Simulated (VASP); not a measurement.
**CsCaH3: single point with LDA**

The system is CsCaH3.

```xyz
20
Lattice="-4.6212 4.6212 4.6212 4.6212 -4.6212 4.6212 4.6212 4.6212 -4.6212" Properties=species:S:1:pos:R:3 pbc="T T T"
Cs   -0.1583    0.0832    0.0145
Cs   -0.0311   -0.0177    4.5750
Cs    0.0886    4.7904   -0.0648
Cs    4.5451    0.0711   -0.0688
Ca    2.3559    1.8859    2.2503
Ca    2.3000    2.1237   -2.1827
Ca    2.1499   -2.1384    2.2036
Ca   -2.3622    2.2962    2.4682
H     2.4793   -0.0335    2.4968
H    -0.1805    1.7457    2.9490
H     2.7647    2.4758   -0.4755
H    -2.6634    4.5200    2.9059
H     5.1547   -2.6291    2.9125
H     2.3850    2.0508    5.1825
H     1.8592    4.0995    2.2812
H     4.5214    2.8020   -2.1233
H    -2.3136    2.8744    4.5196
H     2.4667    4.4129   -2.0629
H     4.3830    2.2377    2.4949
H     2.0587   -1.9667    4.7571
```

| Property | Result |
| --- | --- |
| Program | VASP 6.6.1 |
| Task | single point |
| Functional | LDA |
| Potentials or basis | VASP PAW LDA potentials, release 64 (Cs_sv, Ca_sv, H) |
| Cutoff | 520 eV |
| k mesh | 2 × 2 × 2 |
| Occupations | fermi-dirac, width 0.3 eV |
| Spin | no spin polarisation |

```yaml
Pressure: 0.3 GPa
Largest_force: 2.952 eV/Å
Band_gap_on_the_k_mesh: 1.98 eV
```

Forces in eV/Å, atoms in the order of the input:
```
Cs  -0.363 -0.412  0.235
Cs  -0.039 -0.534  1.034
Cs  -0.035 -0.452  0.143
Cs   0.351 -0.147  0.007
Ca  -0.813  1.901  0.014
Ca   1.191  0.032 -0.961
Ca   0.037 -0.211  0.512
Ca  -0.142 -0.047 -0.401
H    0.046 -1.081 -0.066
H    0.260  0.887 -1.015
H    0.290  0.007  2.938
H    0.443 -0.115 -0.430
H   -2.570  0.390  0.097
H    0.108 -0.059 -2.317
H    0.161  0.579  0.035
H    0.556 -0.525 -0.322
H   -0.147 -0.453  0.844
H   -0.408  0.612 -0.149
H    0.754 -0.057  0.015
H    0.318 -0.313 -0.212
```

Stress tensor (GPa, compression positive):
```
-0.21  0.35  0.08
 0.35 -0.23 -0.51
 0.08 -0.51  1.37
```

Levels at points of the mesh, in eV from the valence-band top:
```tsv
k point	band 41	band 42	band 43	band 44	band 45	band 46	band 47	band 48
(0.00, 0.00, 0.00)	-0.56	-0.40	-0.10	0.00	1.98	2.12	2.26	3.11
(0.50, 0.00, 0.00)	-0.77	-0.65	-0.46	-0.37	2.67	2.73	2.96	3.14
(0.00, 0.50, 0.00)	-0.75	-0.66	-0.46	-0.31	2.60	2.78	2.96	3.14
(0.00, 0.00, 0.50)	-0.76	-0.59	-0.50	-0.35	2.63	2.96	2.97	3.12
(0.50, 0.00, 0.50)	-0.80	-0.71	-0.47	-0.25	2.54	2.86	2.98	3.15
(0.50, 0.50, 0.00)	-0.83	-0.58	-0.44	-0.30	2.57	2.66	2.89	3.15
(0.00, 0.50, 0.50)	-0.78	-0.57	-0.48	-0.32	2.65	2.76	2.92	3.27
(0.50, 0.50, 0.50)	-0.82	-0.63	-0.60	-0.54	3.11	3.23	3.31	3.39
```

Run time: 4 min on 1 thread of Intel(R) Xeon(R) 6975P-C (Granite Rapids) (shared host), peak memory 0.42 GiB.

Caveat: the k points lie up to 0.48 Å⁻¹ apart; spin-orbit coupling is left out, which moves the levels of the heavy elements; forces of over 1 eV/Å act on the atoms, so gaps and moduli don't describe the material at rest.
